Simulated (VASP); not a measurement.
# MnO (P6_3mc) in VASP: electric field gradients with RPBE+U

Aim: the electric field gradients of MnO with RPBE+U.

All numbers are computed with VASP 6.6.1; they aren't measurements. Logs are shortened: lines on timing, memory, paths and dates and some standing lists are left out, and cuts for length are marked.

## 1. The cell of the first run

Symmetry: P6_3mc, No. 186, hexagonal system. Conventional cell: a = 3.372 Å, b = 3.372 Å, c = 5.386 Å, α = 90.00°, β = 90.00°, γ = 120.00°. Mn (site symmetry 3m) has 4 O at 1.96 to 2.08 Å within 2.6 Å. O (site symmetry 3m) has 4 Mn at 1.96 to 2.08 Å within 2.6 Å.

## 2. Electric field gradients, RPBE+U, collinear spin, ferromagnetic start

The input, INCAR:

```
ALGO     = Normal         # electronic algorithm
EDIFF    = 1E-8           # SCF threshold, eV
ENCUT    = 520            # plane-wave cutoff, eV
GGA      = RP             # functional
ISIF     = 2              # what is computed and relaxed
ISMEAR   = 0              # smearing method
ISPIN    = 2              # spin polarisation
LASPH    = T              # aspherical terms in the spheres
LCHARG   = F              # write CHGCAR
LDAU     = T              # DFT+U
LDAUJ    = 0.4 0        
LDAUL    = 2 -1           # shell
LDAUPRINT= 1            
LDAUTYPE = 1            
LDAUU    = 6.8 0          # U, eV
LEFG     = T            
LMAXMIX  = 4              # l up to which the mixer works
LORBIT   = 11             # projections on sites
LREAL    = F              # projectors in reciprocal space
LWAVE    = F              # write WAVECAR
MAGMOM   = 4.22 4.22 0.25 0.25 # initial moments
NBANDS   = 31             # bands
NELM     = 150            # most SCF steps
PREC     = Accurate       # precision mode
SIGMA    = 0.062          # smearing width, eV
```

The input, KPOINTS:

```
k-points
0
Gamma
  3 3 1
```

The input, POSCAR:

```
MnO
1.0
    3.3717009293      0.0000000000      0.0000000000
   -1.6858504646      2.9199786587      0.0000000000
    0.0000000000      0.0000000000      5.3855000000
Mn O
2 2
Direct
    0.3333333333      0.6666666667      0.0109600000
    0.6666666667      0.3333333333      0.5109600000
    0.3333333333      0.6666666667      0.3754700000
    0.6666666667      0.3333333333      0.8754700000
```

Potentials or basis: VASP PAW PBE potentials, release 64 (Mn_pv, O).

Command:

```sh
$ cat potpaw_PBE.64/Mn_pv/POTCAR potpaw_PBE.64/O/POTCAR > POTCAR
$ mpirun -np 1 vasp_std > vasp.out
```

OUTCAR:

```text
EDIFF = 1E-8
   ENCUT = 520
   GGA = RP
   ISIF = 2
   ISMEAR = 0
   ISPIN = 2
   LASPH = T
   LORBIT = 11
   LREAL = F
   NELM = 150
   PREC = Accurate

 ion  position               nearest neighbor table
   1  0.333  0.667  0.011-   3 1.96   4 2.08   4 2.08   4 2.08
   2  0.667  0.333  0.511-   4 1.96   3 2.08   3 2.08   3 2.08
   3  0.333  0.667  0.375-   1 1.96   2 2.08   2 2.08   2 2.08
   4  0.667  0.333  0.875-   2 1.96   1 2.08   1 2.08   1 2.08

  LATTYP: Found a hexagonal cell.
 ALAT       =     3.3717009293
 C/A-ratio  =     1.5972650342

  Lattice vectors:

 A1 = (   3.3717009293,   0.0000000000,   0.0000000000)
 A2 = (  -1.6858504646,   2.9199786587,   0.0000000000)
 A3 = (   0.0000000000,   0.0000000000,   5.3855000000)

Analysis of symmetry for initial positions (statically):
=====================================================================
 Subroutine PRICEL returns:
 Original cell was already a primitive cell.

 Routine SETGRP: Setting up the symmetry group for a
 hexagonal supercell.

 Subroutine GETGRP returns: Found 12 space group operations
 (whereof  6 operations were pure point group operations)
 out of a pool of 24 trial point group operations.

The static configuration has the point symmetry C_3v.
 The point group associated with its full space group is C_6v.

Analysis of symmetry for dynamics (positions and initial velocities):
=====================================================================
 Subroutine PRICEL returns:
 Original cell was already a primitive cell.

 Routine SETGRP: Setting up the symmetry group for a
 hexagonal supercell.

 Subroutine GETGRP returns: Found 12 space group operations
 (whereof  6 operations were pure point group operations)
 out of a pool of 24 trial point group operations.

The dynamic configuration has the point symmetry C_3v.
 The point group associated with its full space group is C_6v.

Analysis of structural, dynamic, and magnetic symmetry:
=====================================================================
 Subroutine PRICEL returns:
 Original cell was already a primitive cell.

 Routine SETGRP: Setting up the symmetry group for a
 hexagonal supercell.

 Subroutine GETGRP returns: Found 12 space group operations
 (whereof  6 operations were pure point group operations)
 out of a pool of 24 trial point group operations.

The overall configuration has the point symmetry C_3v.
 The point group associated with its full space group is C_6v.

 Subroutine INISYM returns: Found 12 space group operations
 (whereof  6 operations are pure point group operations),
 and found     1 'primitive' translations

----------------------------------------------------------------------------------------

                                     Primitive cell

  volume of cell :      53.0218

  direct lattice vectors                    reciprocal lattice vectors
     3.371700929  0.000000000  0.000000000     0.296586210  0.171234128  0.000000000
    -1.685850465  2.919978659  0.000000000     0.000000000  0.342468256  0.000000000
     0.000000000  0.000000000  5.385500000     0.000000000  0.000000000  0.185683781

  length of vectors
     3.371700929  3.371700929  5.385500000     0.342468256  0.342468256  0.185683781

  position of ions in fractional coordinates (direct lattice)
     0.333333333  0.666666667  0.010960000
     0.666666667  0.333333333  0.510960000
     0.333333333  0.666666667  0.375470000
     0.666666667  0.333333333  0.875470000

  ion indices of the primitive-cell ions
   primitive index   ion index
[... 129 lines left out ...]
  o =  0.9638  v = -0.3208  0.6237 -0.0000 -0.3124  0.6406  0.0000  0.0000  0.0000  0.0000  0.0000      0.0000  0.0000  0.0000  0.0000  0.0000  0.0000  0.0000  0.0000  0.0000  0.0000
  o =  0.9638  v =  0.6406  0.3124 -0.0000  0.6237  0.3208  0.0000  0.0000  0.0000  0.0000  0.0000      0.0000  0.0000  0.0000  0.0000  0.0000  0.0000  0.0000  0.0000  0.0000  0.0000

atom =   2  type =  1  l = 2

 onsite density matrix

spin component  1

  0.9589  0.0000 -0.0000 -0.0051  0.0000
  0.0000  0.9586  0.0000  0.0000 -0.0051
 -0.0000  0.0000  0.9372  0.0000 -0.0000
 -0.0051  0.0000  0.0000  0.9586 -0.0000
  0.0000 -0.0051 -0.0000 -0.0000  0.9589

spin component  2

  0.0361  0.0000 -0.0000 -0.0148  0.0000
  0.0000  0.0318  0.0000  0.0000 -0.0148
 -0.0000  0.0000  0.0531  0.0000 -0.0000
 -0.0148  0.0000  0.0000  0.0318 -0.0000
  0.0000 -0.0148 -0.0000 -0.0000  0.0361

 occupancies and eigenvectors

  o =  0.0190  v =  0.0000  0.0000  0.0000  0.0000  0.0000 -0.2930  0.6763  0.0000 -0.3388  0.5848      0.0000  0.0000  0.0000  0.0000  0.0000  0.0000  0.0000  0.0000  0.0000  0.0000
  o =  0.0190  v =  0.0000  0.0000  0.0000  0.0000  0.0000 -0.5848 -0.3388 -0.0000 -0.6763 -0.2930      0.0000  0.0000  0.0000  0.0000  0.0000  0.0000  0.0000  0.0000  0.0000  0.0000
  o =  0.0489  v =  0.0000  0.0000  0.0000  0.0000  0.0000  0.3389  0.5848 -0.0000 -0.2931 -0.6762      0.0000  0.0000  0.0000  0.0000  0.0000  0.0000  0.0000  0.0000  0.0000  0.0000
  o =  0.0489  v =  0.0000  0.0000  0.0000  0.0000  0.0000  0.6762 -0.2931  0.0000 -0.5848  0.3389      0.0000  0.0000  0.0000  0.0000  0.0000  0.0000  0.0000  0.0000  0.0000  0.0000
  o =  0.0531  v =  0.0000  0.0000  0.0000  0.0000  0.0000 -0.0000  0.0000  1.0000  0.0000 -0.0000      0.0000  0.0000  0.0000  0.0000  0.0000  0.0000  0.0000  0.0000  0.0000  0.0000
  o =  0.9372  v = -0.0000 -0.0000 -1.0000 -0.0000 -0.0000  0.0000  0.0000  0.0000  0.0000  0.0000      0.0000  0.0000  0.0000  0.0000  0.0000  0.0000  0.0000  0.0000  0.0000  0.0000
  o =  0.9536  v = -0.3124  0.6406 -0.0000 -0.3208  0.6237  0.0000  0.0000  0.0000  0.0000  0.0000      0.0000  0.0000  0.0000  0.0000  0.0000  0.0000  0.0000  0.0000  0.0000  0.0000
  o =  0.9536  v = -0.6237 -0.3208  0.0000 -0.6406 -0.3124  0.0000  0.0000  0.0000  0.0000  0.0000      0.0000  0.0000  0.0000  0.0000  0.0000  0.0000  0.0000  0.0000  0.0000  0.0000
  o =  0.9638  v = -0.3209 -0.6237 -0.0000  0.3124  0.6406  0.0000  0.0000  0.0000  0.0000  0.0000      0.0000  0.0000  0.0000  0.0000  0.0000  0.0000  0.0000  0.0000  0.0000  0.0000
  o =  0.9638  v =  0.6406 -0.3124 -0.0000 -0.6237  0.3209  0.0000  0.0000  0.0000  0.0000  0.0000      0.0000  0.0000  0.0000  0.0000  0.0000  0.0000  0.0000  0.0000  0.0000  0.0000

 number of electron      38.0000000 magnetization      10.0000007

 Free energy of the ion-electron system (eV)
  ---------------------------------------------------
  ext. energy  EPLUGINS =         0.00000000
  ---------------------------------------------------
  free energy    TOTEN  =       -28.35692223 eV

  energy without entropy =      -28.35680513  energy(sigma->0) =      -28.35686368

 E-fermi :   4.9692     XC(G=0): -10.2727

 val. band max:        4.8427380960   @ k =   0.0000   0.0000   0.0000
 cond. band min:       5.0858223632   @ k =   0.0000   0.0000   0.0000
 fundamental gap:      0.2430842672
 Fermi energy:         4.9692253737

 spin component 1

 k-point     1 :       0.0000    0.0000    0.0000
  band No.  band energies     occupation
      1     -44.6243      1.00000
      2     -44.5959      1.00000
      3     -44.5959      1.00000
      4     -44.5901      1.00000
      5     -44.5901      1.00000
      6     -44.5877      1.00000
[... 91 lines left out ...]
     30      15.3929      0.00000
     31      16.0727      0.00000
 Fermi energy:         4.9692253737

 spin component 2

 k-point     1 :       0.0000    0.0000    0.0000
  band No.  band energies     occupation
      1     -39.6528      1.00000
      2     -39.6028      1.00000
      3     -39.5802      1.00000
      4     -39.5802      1.00000
      5     -39.5725      1.00000
      6     -39.5725      1.00000
[... 91 lines left out ...]
     30      18.0750      0.00000
     31      18.0750      0.00000

------------------------ aborting loop because EDIFF is reached ----------------------------------------

  FORCE on cell =-STRESS in cart. coord.  units (eV):
  Direction    XX          YY          ZZ          XY          YZ          ZX
  --------------------------------------------------------------------------------------
  -------------------------------------------------------------------------------------
  Total        4.4824676      4.4824676      7.3168344      0.0000000      0.0000000      0.0000000
  in kB      135.4481207    135.4481207    221.0950695      0.0000000      0.0000000      0.0000000
  external PRESSURE =     163.9971036 kB  Pullay stress =       0.0000000 kB

 VOLUME and BASIS-vectors are now :
 -----------------------------------------------------------------------------
  energy-cutoff  :      520.00
  volume of cell :       53.02
      direct lattice vectors                 reciprocal lattice vectors
     3.371700929  0.000000000  0.000000000     0.296586210  0.171234128  0.000000000
    -1.685850465  2.919978659  0.000000000     0.000000000  0.342468256  0.000000000
     0.000000000  0.000000000  5.385500000     0.000000000  0.000000000  0.185683781

 POSITION                                       TOTAL-FORCE (eV/Angst)
 -----------------------------------------------------------------------------------
     -0.00000      1.94665      0.05903         0.000000     -0.000000     -0.948578
      1.68585      0.97333      2.75178        -0.000000      0.000000     -0.948578
     -0.00000      1.94665      2.02209         0.000000     -0.000000      0.948578
      1.68585      0.97333      4.71484        -0.000000      0.000000      0.948578
 -----------------------------------------------------------------------------------
    total drift:                               -0.000000     -0.000000      0.001431

  FREE ENERGIE OF THE ION-ELECTRON SYSTEM (eV)
  ---------------------------------------------------
  free  energy   TOTEN  =       -28.3569222343 eV

  energy  without entropy=      -28.3568051279  energy(sigma->0) =      -28.35686368

 Electric field gradients (V/A^2)
---------------------------------------------------------------------
 ion       V_xx      V_yy      V_zz      V_xy      V_xz      V_yz
---------------------------------------------------------------------
   1      13.414    13.418   -26.832     0.003    -0.000     0.000
   2      13.414    13.418   -26.832     0.003     0.000    -0.000
   3      -1.024    -1.023     2.047     0.002     0.000    -0.000
   4      -1.024    -1.023     2.047     0.002    -0.000     0.000
---------------------------------------------------------------------

 Electric field gradients after diagonalization (V/A^2)
 (convention: |V_zz| > |V_xx| > |V_yy|)
----------------------------------------------------------------------
 ion       V_xx      V_yy      V_zz     asymmetry (V_yy - V_xx)/ V_zz
----------------------------------------------------------------------
   1      13.420    13.412   -26.832       0.000
   2      13.420    13.412   -26.832       0.000
   3      -1.025    -1.022     2.047       0.002
   4      -1.025    -1.022     2.047       0.002
----------------------------------------------------------------------

           NMR quadrupolar parameters

 Cq : quadrupolar parameter    Cq=e*Q*V_zz/h
 eta: asymmetry parameters     (V_yy - V_xx)/ V_zz
 Q  : nuclear electric quadrupole moment in mb (millibarn)
----------------------------------------------------------------------
 ion       Cq(MHz)       eta       Q (mb)
----------------------------------------------------------------------
   1      -0.065       0.000       1.000
   2      -0.065       0.000       1.000
   3       0.005       0.002       1.000
   4       0.005       0.002       1.000
----------------------------------------------------------------------

 total charge

# of ion       s       p       d       tot
------------------------------------------
    1        0.247   6.237   4.940  11.424
    2        0.247   6.237   4.940  11.424
    3        1.561   3.503   0.000   5.064
    4        1.561   3.503   0.000   5.064
--------------------------------------------------
tot          3.616  19.480   9.880  32.976

 magnetization (x)

# of ion       s       p       d       tot
------------------------------------------
    1        0.042   0.053   4.573   4.668
    2        0.042   0.053   4.573   4.668
    3        0.016   0.026   0.000   0.042
    4        0.016   0.026   0.000   0.042
--------------------------------------------------
tot          0.115   0.160   9.145   9.420
```

Run time: 46 s. Hardware: 1 thread of AMD EPYC 7R13, shared host; peak memory 0.19 GiB.

What came out:

```
Free energy                                           : -28.3569 eV
Pressure                                              : 16.4 GPa
Largest force                                         : 0.949 eV/Å
Band gap on the k mesh                                : 0.24 eV, direct
Net moment                                            : 10.00 μB per cell
Site moments                                          : Mn +4.67; O +0.04 μB
Valence electrons inside the program's atomic spheres : Mn 11.42; O 5.06
```

Forces on the atoms (eV/Å):
```
Mn   0.000  0.000 -0.949
Mn   0.000  0.000 -0.949
O    0.000  0.000  0.949
O    0.000  0.000  0.949
```

Electric field gradients, principal values (V/Å²):
```tsv
atom	least	middle	greatest (by size)
1 Mn	13.412	13.420	-26.832
2 Mn	13.412	13.420	-26.832
3 O	-1.022	-1.025	2.047
4 O	-1.022	-1.025	2.047
```

Eigenvalues of the final occupation matrices:
| site | spin | trace | eigenvalues |
| --- | --- | --- | --- |
| site 1 d | 1 | 4.77 | 0.94 0.95 0.95 0.96 0.96 |
| site 1 d | 2 | 0.19 | 0.02 0.02 0.05 0.05 0.05 |
| site 2 d | 1 | 4.77 | 0.94 0.95 0.95 0.96 0.96 |
| site 2 d | 2 | 0.19 | 0.02 0.02 0.05 0.05 0.05 |

Caveat: the k points lie up to 1.17 Å⁻¹ apart; without QUAD_EFG the Cq values of the log hold for a quadrupole moment of 1 mb, not for the nuclei; the PAW data sets were made with another functional, which shifts forces and pressure a little; only a ferromagnetic start was run, and an antiferromagnetic order may lie lower in energy.
